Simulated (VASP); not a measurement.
# FeO: single point with PBE

Crystal: FeO.

```
Fe O
1.0
     0.00000    2.14093    2.14093
     2.14093    0.00000    2.14093
     2.14093    2.14093    0.00000
Fe O
1 1
Direct
  0.00000 0.00000 0.00000
  0.50000 0.50000 0.50000
```

- Program: VASP 6.6.1
- Task: single point
- Functional: PBE
- Potentials or basis: VASP PAW PBE potentials, release 64 (Fe, O)
- Cutoff: 520 eV
- k mesh: 11 × 11 × 11
- Occupations: fermi-dirac, width 0.05 eV
- Spin: collinear spin, ferromagnetic start
- Starting moments: [3.0, 0.0] μB
- Dipole correction: no
- Further INCAR settings: ALGO = Normal; EDIFF = 1e-06; NBANDS = 18

- Pressure: 3.8 GPa
- Band gap on the k mesh: zero (filled and empty bands overlap)
- Net moment: 4.00 μB per cell
- Site moments: Fe +3.62; O +0.31 μB
- Valence electrons inside the program's atomic spheres: Fe 6.76; O 5.00

Levels at points of the mesh, in eV from the Fermi level:
Spin up:
```csv
k point,band 5,band 6,band 7,band 8,band 9,band 10,band 11,band 12,band 13,band 14
"(0.00, 0.00, 0.00)",-3.87,-3.87,-3.87,-3.68,-3.68,0.20,15.54,17.21,17.21,17.21
```
Spin down:
```
           k point  band 2  band 3  band 4  band 5  band 6  band 7  band 8  band 9
(0.00, 0.00, 0.00)   -3.30   -3.30   -3.30   -0.76   -0.76   -0.76    0.19    0.19
```

Wall time 44 s on 1 thread of Intel(R) Xeon(R) Platinum 8259CL CPU @ 2.50GHz (Skylake/Cascade Lake), with other jobs on the host, peak memory 0.16 GiB.

Caveat: a cell with one magnetic atom can't hold antiferromagnetic order, which such compounds often take; semilocal functionals often make such compounds metallic where correlation or magnetic order opens a gap, which also shifts bond lengths. With open d or f shells a metallic result of PBE can be an artefact of self-interaction; +U or a hybrid may open a gap.
